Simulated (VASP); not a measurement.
## As: single point with PBE+D3(BJ)

As, a slab with vacuum:

```
As
1.0
     3.34800    0.00000    0.00000
    -1.67400    2.89945    0.00000
     0.00000    0.00000   28.57424
As
2
Direct
  0.33333 0.66667 0.46856
  0.66667 0.33333 0.53144
```

- Program: VASP 6.6.1
- Task: single point
- Functional: PBE
- Dispersion: D3(BJ)
- Potentials or basis: VASP PAW PBE potentials, release 64 (As_d)
- Cutoff: 400 eV
- k mesh: 9 × 9 × 1
- Occupations: gaussian, width 0.02 eV
- Spin: no spin polarisation
- Dipole correction: yes
- Further INCAR settings: ALGO = Normal; EDIFF = 1e-06; NBANDS = 22; NELMDL = -8

```
Largest force              : 2.602 eV/Å
Band gap on the k mesh     : zero (bands 15 and 16 overlap by 1.55 eV)
Dispersion energy per atom : -0.234 eV
```

Forces in eV/Å, atoms in the order of the input:
```
As   0.000  0.000  2.602
As   0.000  0.000 -2.602
```

Levels at points of the mesh, in eV from the Fermi level:
```tsv
k point	band 13	band 14	band 15	band 16	band 17	band 18
(0.00, 0.00, 0.00)	-3.18	1.05	1.05	1.81	3.41	3.41
```

Wall time 52 s on 1 thread of Intel(R) Xeon(R) 6975P-C (Granite Rapids) (shared host), peak memory 0.32 GiB.
